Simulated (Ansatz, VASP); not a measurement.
MgO in VASP and in Ansatz

```xyz
2
Lattice="0.0000 2.2124 2.2124 2.2124 0.0000 2.2124 2.2124 2.2124 0.0000" Properties=species:S:1:pos:R:3 pbc="T T T"
Mg    0.0000    0.0000    0.0000
O     2.2124    2.2124    2.2124
```

Alike in both runs: task single point; functional PBE; k mesh 10 × 10 × 10; no spin polarisation.

```csv
,VASP,Ansatz
version,VASP 6.6.1,Ansatz 0.2.0
potentials or method,"VASP PAW PBE potentials, release 64 (Mg, O), cutoff 600 eV",PAW plane waves
occupations,"fermi-dirac, width 0.1 eV",fermi-dirac
valence electrons in the cell,8,16
```

|  | VASP | Ansatz | Ansatz less VASP |
| --- | --- | --- | --- |
| pressure (GPa) | -14.8 | -13.8 | +0.94 |

VASP's potentials hold 8 valence electrons a cell and Ansatz's 16, so a difference there can come from the potentials and not from the codes.
